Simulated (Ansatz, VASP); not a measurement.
# NaF in VASP and in Ansatz

The input INCAR:

```
SYSTEM = NaF
PREC = Accurate
ENCUT = 520
EDIFF = 1E-6
ISMEAR = 0
SIGMA = 0.05
LREAL = .FALSE.
LASPH = .TRUE.
NELM = 100
ALGO = Normal
ISIF = 2
LWAVE = .FALSE.
LCHARG = .FALSE.
GGA = PE
NBANDS = 14
```

KPOINTS

```
Automatic mesh
0
G
  10 10 10
  0 0 0
```

File POSCAR:

```
NaF
1.0
    0.0000000000      2.3887792430      2.1976769035
    2.3887792430      0.0000000000      2.1976769035
    2.3887792430      2.3887792430      0.0000000000
Na F
1 1
Direct
    0.0000000000      0.0000000000      0.0000000000
    0.5000000000      0.5000000000      0.5000000000
```

Input for Ansatz:

```yaml
crystal:
  lattice:
    - [0.0, 2.388779243, 2.1976769035]
    - [2.388779243, 0.0, 2.1976769035]
    - [2.388779243, 2.388779243, 0.0]
  atoms:
    - { symbol: Na, position: [0.0, 0.0, 0.0] }
    - { symbol: F, position: [0.5, 0.5, 0.5] }
basis:
  ecutwfc: 420
kpoints:
  mp_grid: { grid: [10, 10, 10] }
hamiltonian:
  xc: pbe
scf:
  occupations: { method: gaussian, width: 0.05 }
output:
  forces: true
  stress: true
  eigenvalues: true
```

Alike in both runs: task single point; functional PBE; k mesh 10 × 10 × 10; occupations gaussian, width 0.05 eV; no spin polarisation.

|  | VASP | Ansatz |
| --- | --- | --- |
| version | VASP 6.6.1 | Ansatz 0.2.0 |
| potentials or method | VASP PAW PBE potentials, release 64 (Na_pv, F), cutoff 520 eV | scalar-relativistic, plane waves, PAW |
| valence electrons in the cell | 14 | 16 |

```tsv
	VASP	Ansatz	Ansatz less VASP
gap on the k mesh at the Fermi level (eV)	6.24	6.26	+0.017
least direct gap on the mesh (eV)	6.24	6.26	+0.017
pressure (GPa)	2.5	2.6	+0.09
traceless stress, the component that is largest in VASP (GPa)	5.67	5.48	-0.189
```

VASP's potentials hold 14 valence electrons a cell and Ansatz's 16, so a difference there can come from the potentials and not from the codes.
